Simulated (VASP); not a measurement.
# Te2Mo (P6_3/mmc) in VASP: a series of runs, part 2 of 2

VASP 6.6.1.

**4. Single point, r2SCAN+D4**

This run uses another cell than the first one, of 25.96 Å³/atom, 1.040 times its volume.

POSCAR

```
Te2Mo
1.0
    3.5644974145      0.0000000000      0.0000000000
   -1.7822487073      3.0869453127      0.0000000000
    0.0000000000      0.0000000000     14.1574842452
Te Mo
4 2
Direct
    0.6666666667      0.3333333333      0.3790000000
    0.3333333333      0.6666666667      0.8790000000
    0.6666666667      0.3333333333      0.1210000000
    0.3333333333      0.6666666667      0.6210000000
    0.6666666667      0.3333333333      0.7500000000
    0.3333333333      0.6666666667      0.2500000000
```

INCAR.step1

```
SYSTEM = Te2Mo
PREC = Accurate
ENCUT = 520
ISMEAR = -1
SIGMA = 0.05
LREAL = .False.
LASPH = .True.
NELM = 60
NBANDS = 35
GGA = PE
ALGO = Normal
EDIFF = 1E-4
LWAVE = .True.
LCHARG = .False.
```

INCAR.step2

```
SYSTEM = Te2Mo
PREC = Accurate
ENCUT = 520
EDIFF = 1E-7
ISMEAR = -1
SIGMA = 0.05
LREAL = .False.
LASPH = .True.
NELM = 60
ALGO = Normal
ISIF = 2
LWAVE = .False.
LCHARG = .False.
METAGGA = R2SCAN
LMIXTAU = .True.
IVDW = 13
VDW_S6 = 1.0
VDW_S8 = 0.6018749
VDW_A1 = 0.51559235
VDW_A2 = 5.77342911
NBANDS = 35
ISTART = 1
```

KPOINTS

```
regular mesh
0
Gamma
  9 9 2
  0 0 0
```

Run with:

```sh
$ cat potpaw_PBE.64/Te/POTCAR potpaw_PBE.64/Mo_sv/POTCAR > POTCAR
$ cp INCAR.step1 INCAR
$ mpirun -np 1 vasp_std > vasp.out
$ cp INCAR.step2 INCAR
$ mpirun -np 1 vasp_std > vasp.out
```

Wall time 13 min (1 thread of Intel Xeon Platinum 8488C (Sapphire Rapids), shared host); peak memory 0.36 GiB.

The run converged. Its results:

- Free energy: -156.6822 eV
- Pressure: -2.6 GPa
- Largest force: 0.564 eV/Å
- Band gap on the k mesh: 0.90 eV, indirect (least direct gap 1.07 eV)
- Dispersion energy per atom: -0.181 eV

Forces on the atoms (eV/Å):
```
Te   0.000  0.000 -0.564
Te   0.000  0.000 -0.564
Te   0.000  0.000  0.564
Te   0.000  0.000  0.564
Mo   0.000  0.000  0.000
Mo   0.000  0.000  0.000
```

Stress tensor (GPa, compression positive):
```
-2.06  0.00  0.00
 0.00 -2.06  0.00
 0.00  0.00 -3.61
```

Levels at points of the mesh, in eV from the valence-band top:
| k point | band 24 | band 25 | band 26 | band 27 | band 28 | band 29 |
| --- | --- | --- | --- | --- | --- | --- |
| (0.00, 0.00, 0.00) | -0.96 | -0.44 | 0.00 | 2.88 | 2.88 | 3.00 |
| (0.00, 0.00, 0.50) | -1.07 | -0.10 | -0.10 | 2.91 | 2.91 | 2.91 |

Caveat: the PAW data sets were made with another functional, which shifts forces and pressure a little; spin-orbit coupling is left out, which moves the levels of the heavy elements.

**5. Single point, r2SCAN+D4**

This run uses another cell than the first one, of 26.46 Å³/atom, 1.060 times its volume.

POSCAR, as its differences from that of step 4:

```diff
@@ -2,5 +2,5 @@
 1.0
-    3.5644974145      0.0000000000      0.0000000000
-   -1.7822487073      3.0869453127      0.0000000000
-    0.0000000000      0.0000000000     14.1574842452
+    3.5872018318      0.0000000000      0.0000000000
+   -1.7936009159      3.1066079149      0.0000000000
+    0.0000000000      0.0000000000     14.2476617354
 Te Mo
```

INCAR.step1

```
ALGO = Normal ; EDIFF = 1E-4
ENCUT = 520 ; GGA = PE
ISMEAR = -1 ; LASPH = T
LCHARG = F ; LREAL = F
LWAVE = T ; NBANDS = 35
NELM = 60 ; PREC = Accurate
SIGMA = 0.05
```

INCAR.step2

```
ALGO = Normal ; EDIFF = 1E-7
ENCUT = 520 ; ISIF = 2
ISMEAR = -1 ; ISTART = 1
IVDW = 13 ; LASPH = T
LCHARG = F ; LMIXTAU = T
LREAL = F ; LWAVE = F
METAGGA = R2SCAN ; NBANDS = 35
NELM = 60 ; PREC = Accurate
SIGMA = 0.05 ; VDW_A1 = 0.51559235
VDW_A2 = 5.77342911 ; VDW_S6 = 1.0
VDW_S8 = 0.6018749
```

KPOINTS

```
k-points
0
Gamma
  9 9 2
```

Run with:

```sh
$ cat potpaw_PBE.64/Te/POTCAR potpaw_PBE.64/Mo_sv/POTCAR > POTCAR
$ cp INCAR.step1 INCAR
$ mpirun -np 1 vasp_std > vasp.out
$ cp INCAR.step2 INCAR
$ mpirun -np 1 vasp_std > vasp.out
```

It took 12 min on 1 thread of Intel Xeon Platinum 8488C (Sapphire Rapids), shared host; peak memory 0.36 GiB.

Results (log left out):

- Free energy: -156.6187 eV
- Pressure: -4.2 GPa
- Largest force: 0.794 eV/Å
- Band gap on the k mesh: 0.91 eV, indirect (least direct gap 1.04 eV)
- Dispersion energy per atom: -0.178 eV

Forces on the atoms (eV/Å):
```
Te   0.000  0.000 -0.794
Te   0.000  0.000 -0.794
Te   0.000  0.000  0.794
Te   0.000  0.000  0.794
Mo   0.000  0.000  0.000
Mo   0.000  0.000  0.000
```

Stress tensor (GPa, compression positive):
```
-3.56  0.00  0.00
 0.00 -3.56  0.00
 0.00  0.00 -5.50
```

Levels at points of the mesh, in eV from the valence-band top:
```
           k point  band 23  band 24  band 25  band 26  band 27  band 28  band 29  band 30
(0.00, 0.00, 0.00)    -1.02    -0.90    -0.45     0.00     2.81     2.81     2.93     2.93
(0.00, 0.00, 0.50)    -1.04    -1.04    -0.10    -0.10     2.84     2.84     2.84     2.84
```

Caveat: the PAW data sets were made with another functional, which shifts forces and pressure a little; spin-orbit coupling is left out, which moves the levels of the heavy elements.

**6. Single point, r2SCAN+rVV10**

This run uses another cell than the first one, of 25.68 Å³/atom, 1.029 times its volume.

POSCAR

```
Te2Mo
1.0
    3.5418542008      0.0000000000      0.0000000000
   -1.7709271004      3.0673357144      0.0000000000
    0.0000000000      0.0000000000     14.1814316734
Te Mo
4 2
Direct
    0.6666666667      0.3333333333      0.3765472078
    0.3333333333      0.6666666667      0.8765472078
    0.6666666667      0.3333333333      0.1234527922
    0.3333333333      0.6666666667      0.6234527922
    0.6666666667      0.3333333333      0.7500000000
    0.3333333333      0.6666666667      0.2500000000
```

INCAR.step1

```
PREC     = Accurate       # precision mode
ENCUT    = 520            # plane-wave cutoff, eV
ISMEAR   = -1             # smearing method
SIGMA    = 0.05           # smearing width, eV
LREAL    = False          # projectors in reciprocal space
LASPH    = True           # aspherical terms in the spheres
NELM     = 100            # most SCF steps
NBANDS   = 35             # bands
GGA      = PE             # functional
ALGO     = Normal         # electronic algorithm
EDIFF    = 1E-4           # SCF threshold, eV
LWAVE    = True           # write WAVECAR
LCHARG   = False          # write CHGCAR
```

INCAR.step2

```
PREC     = Accurate       # precision mode
ENCUT    = 520            # plane-wave cutoff, eV
EDIFF    = 1E-7           # SCF threshold, eV
ISMEAR   = -1             # smearing method
SIGMA    = 0.05           # smearing width, eV
LREAL    = False          # projectors in reciprocal space
LASPH    = True           # aspherical terms in the spheres
NELM     = 100            # most SCF steps
ALGO     = Normal         # electronic algorithm
ISIF     = 2              # what is computed and relaxed
LWAVE    = False          # write WAVECAR
LCHARG   = True           # write CHGCAR
METAGGA  = R2SCAN         # meta-GGA
LMIXTAU  = True         
LUSE_VDW = True         
IVDW_NL  = 2            
BPARAM   = 11.95        
CPARAM   = 0.0093       
LELF     = True           # ELF
LVHAR    = True         
NBANDS   = 35             # bands
ISTART   = 1
```

KPOINTS

```
regular mesh
0
Gamma
  9 9 2
```

Potentials or basis: VASP PAW PBE potentials, release 64 (Te, Mo_sv).

Run with:

```sh
$ cat potpaw_PBE.64/Te/POTCAR potpaw_PBE.64/Mo_sv/POTCAR > POTCAR
$ cp INCAR.step1 INCAR
$ mpirun -np 1 vasp_std > vasp.out
$ cp INCAR.step2 INCAR
$ mpirun -np 1 vasp_std > vasp.out
```

Run time: 8.4 min. Hardware: 1 thread of Intel Xeon 6975P-C (Granite Rapids), shared host; peak memory 0.66 GiB.

Results (log left out):

| Quantity | Value |
| --- | --- |
| Free energy | -154.5113 eV |
| Pressure | 0.4 GPa |
| Largest force | 0.048 eV/Å |
| Band gap on the k mesh | 0.93 eV, indirect (least direct gap 1.09 eV) |

Forces in eV/Å, atoms in the order of the input:
```
Te   0.000  0.000  0.048
Te   0.000  0.000  0.048
Te   0.000  0.000 -0.048
Te   0.000  0.000 -0.048
Mo   0.000  0.000  0.000
Mo   0.000  0.000  0.000
```

Stress tensor (GPa, compression positive):
```
0.39 0.00 0.00
0.00 0.39 0.00
0.00 0.00 0.47
```

Levels at points of the mesh, in eV from the valence-band top:
```
           k point  band 24  band 25  band 26  band 27  band 28  band 29
(0.00, 0.00, 0.00)    -0.99    -0.50     0.00     2.99     2.99     3.10
(0.00, 0.00, 0.50)    -1.16    -0.12    -0.12     3.02     3.02     3.02
```

Caveat: the PAW data sets were made with another functional, which shifts forces and pressure a little; spin-orbit coupling is left out, which moves the levels of the heavy elements.

**7. Overview**

| level | cell | gap on the mesh (eV) | pressure (GPa) | largest force (eV/Å) |
| --- | --- | --- | --- | --- |
| r2SCAN+D4 | a = 3.518, b = 3.518, c = 13.974 Å, angles 90.0, 90.0, 120.0°, 6 atoms | 0.89 | 1.3 | 0.05 |
| r2SCAN+D4 | a = 3.542, b = 3.542, c = 14.066 Å, angles 90.0, 90.0, 120.0°, 6 atoms | 0.89 | -0.8 | 0.32 |
| r2SCAN+D4 | a = 3.564, b = 3.564, c = 14.157 Å, angles 90.0, 90.0, 120.0°, 6 atoms | 0.90 | -2.6 | 0.56 |
| r2SCAN+D4 | a = 3.587, b = 3.587, c = 14.248 Å, angles 90.0, 90.0, 120.0°, 6 atoms | 0.91 | -4.2 | 0.79 |
| r2SCAN+rVV10 | a = 3.542, b = 3.542, c = 14.181 Å, angles 90.0, 90.0, 120.0°, 6 atoms | 0.93 | 0.4 | 0.05 |

Alike in all rows: task single point; potentials or basis VASP PAW PBE potentials, release 64 (Te, Mo_sv); no spin polarisation; k mesh 9 × 9 × 2; cutoff (eV) 520; smearing fermi-dirac 0.05 eV.

Caveats: the PAW data sets were made with another functional, which shifts forces and pressure a little; spin-orbit coupling is left out, which moves the levels of the heavy elements.

Total energies depend on the potentials used, so only differences within one code and one set of settings carry meaning.

**8. Against experiment**

Step 2. Measured gap of Te2Mo: 0.88 eV (indirect; 300 K; quoted in “Broadband infrared study of pressure-tunable Fano resonance and metallization transition in 2H-MoTe2”, 2022, pmc:9569381). This calculation gives 0.89 eV (+0.01 eV). Spin-orbit coupling on Mo, Te is left out. The value is that of r2SCAN+D4 on a finite k mesh, which can miss the band edges, without temperature or zero-point motion.

Step 3. A measured gap of Te2Mo is 0.88 eV (indirect; 300 K; quoted in “Broadband infrared study of pressure-tunable Fano resonance and metallization transition in 2H-MoTe2”, 2022, pmc:9569381); the calculated 0.89 eV misses it by +0.01 eV. Spin-orbit coupling on Mo, Te is left out. The value is that of r2SCAN+D4 on a finite k mesh, which can miss the band edges, without temperature or zero-point motion.

Step 4. A measured gap of Te2Mo is 0.88 eV (indirect; 300 K; quoted in “Broadband infrared study of pressure-tunable Fano resonance and metallization transition in 2H-MoTe2”, 2022, pmc:9569381); the calculated 0.90 eV misses it by +0.02 eV. Spin-orbit coupling on Mo, Te is left out. The value is that of r2SCAN+D4 on a finite k mesh, which can miss the band edges, without temperature or zero-point motion.

Step 6. A measured gap of Te2Mo is 0.88 eV (indirect; 300 K; quoted in “Broadband infrared study of pressure-tunable Fano resonance and metallization transition in 2H-MoTe2”, 2022, pmc:9569381); the calculated 0.93 eV misses it by +0.05 eV. Spin-orbit coupling on Mo, Te is left out. The value is that of r2SCAN+rVV10 on a finite k mesh, which can miss the band edges, without temperature or zero-point motion.
